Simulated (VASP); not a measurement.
Co:

```xyz
4
Lattice="2.4869 0.0000 0.0000 -1.2435 2.1537 0.0000 0.0000 0.0000 8.1418" Properties=species:S:1:pos:R:3 pbc="T T T"
Co    1.2435    0.7179    6.1063
Co    0.0000    0.0000    4.0709
Co    0.0000    1.4358    2.0354
Co    0.0000    0.0000    0.0000
```

Base run:

* Program: VASP 6.6.1
* Functional: revPBE
* Dispersion: D3(BJ)
* Potentials or basis: VASP PAW PBE potentials, release 64 (Co)
* Cutoff: 520 eV
* k mesh: 12 × 12 × 4
* Occupations: fermi-dirac, width 0.05 eV
* Spin: collinear spin, ferromagnetic start
* Starting moments: [2.0, 2.0, 2.0, 2.0] μB

Its results: pressure -8.4 GPa; net moment 6.67 μB per cell; site moments Co +1.70, +1.68 (each value once) μB.

After a change of settings the same cell gave: pressure -24.5 GPa; net moment 6.68 μB per cell; site moments Co +1.70, +1.68 (each value once) μB. Which change was it?
A. functional from revPBE to r2SCAN; dispersion from D3(BJ) to none
B. functional from revPBE to RPBE
C. functional from revPBE to PBE; dispersion from D3(BJ) to none
D. functional from revPBE to PBEsol; dispersion from D3(BJ) to D4

B.

Caveats: the cell stands under tension; the PAW data sets were made with another functional, which shifts forces and pressure a little.
